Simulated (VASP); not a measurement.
The system is Ta.

```
CELL_PARAMETERS angstrom
2.67407 0.00000 0.00000
0.00000 2.67407 0.00000
0.00000 0.00000 2.67407
ATOMIC_POSITIONS crystal
Ta 0.00000 0.00000 0.00000
```

```yaml
Program: VASP 6.6.1
Task: relaxation of cell and atoms
Functional: PBEsol
Potentials_or_basis: VASP PAW PBE potentials, release 64 (Ta_pv)
Cutoff: 600 eV
k_mesh: 14 × 14 × 14
Occupations: fermi-dirac, width 0.05 eV
Spin: no spin polarisation
```

At the start: pressure 6.5 GPa; volume 19.12 Å³/atom.

Q: Where does the relaxation end?

A: Over 4 steps the energy falls by 14.9 meV/atom and the volume is 19.89 Å³/atom (+4.0 %); space group Pm-3m (No. 221, to 0.05 Å).

Step by step:
| step | energy change (eV) | largest force (eV/Å) | pressure (GPa) | volume (Å³) |
| --- | --- | --- | --- | --- |
| 1 | 0.0000 | 0.0000 | 6.53 | 19.12 |
| 2 | 0.0314 | 0.0000 | -9.51 | 21.36 |
| 3 | -0.0149 | 0.0000 | -0.12 | 19.90 |
| 4 | -0.0149 | 0.0000 | -0.02 | 19.89 |

Final structure:
```
Ta
1.0
     2.70935    0.00000    0.00000
     0.00000    2.70935    0.00000
     0.00000    0.00000    2.70935
Ta
1
Direct
  0.00000 0.00000 0.00000
```

Caveat: the PAW data sets were made with another functional, which shifts forces and pressure a little.
